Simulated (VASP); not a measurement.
Input of a VASP 6.6.1 run:

POSCAR

```
Se
1.0
    5.5097346193      0.0000000000      0.0000000000
    0.0000000000      5.5097346193      0.0000000000
    0.0000000000      0.0000000000      5.5097346193
Se
8
Direct
    0.5000000000      0.5000000000      0.5000000000
    0.0000000000      0.0000000000      0.0000000000
    0.2500000000      0.0000000000      0.5000000000
    0.5000000000      0.2500000000      0.0000000000
    0.5000000000      0.7500000000      0.0000000000
    0.7500000000      0.0000000000      0.5000000000
    0.0000000000      0.5000000000      0.7500000000
    0.0000000000      0.5000000000      0.2500000000
```

INCAR.step1

```
ALGO = Normal
EDIFF = 1E-4
ENCUT = 520
GGA = PE
ISMEAR = 0
LASPH = T
LCHARG = F
LREAL = F
LWAVE = T
NBANDS = 34
NELM = 100
PREC = Accurate
SIGMA = 0.1
```

INCAR.step2

```
ALGO = Normal
EDIFF = 1E-6
ENCUT = 520
ISIF = 2
ISMEAR = 0
ISTART = 1
LASPH = T
LCHARG = F
LMIXTAU = T
LREAL = F
LWAVE = F
METAGGA = R2SCAN
NBANDS = 34
NELM = 100
PREC = Accurate
SIGMA = 0.1
```

Contents of KPOINTS:

```
k-points
0
Gamma
  4 4 4
```

Potentials or basis: VASP PAW PBE potentials, release 64 (Se).

Launch:

```bash
$ cat potpaw_PBE.64/Se/POTCAR > POTCAR
$ cp INCAR.step1 INCAR
$ mpirun -np 1 vasp_std > vasp.out
$ cp INCAR.step2 INCAR
$ mpirun -np 1 vasp_std > vasp.out
```

Question: What does it give for the pressure?

Answer: -0.1 GPa.

Question: What does it give for the band gap on the k mesh?

Answer: Zero (band 24 reaches 4.98 eV, above the bottom of band 25 at 4.00 eV).

Caveat: the PAW data sets were made with another functional, which shifts forces and pressure a little.
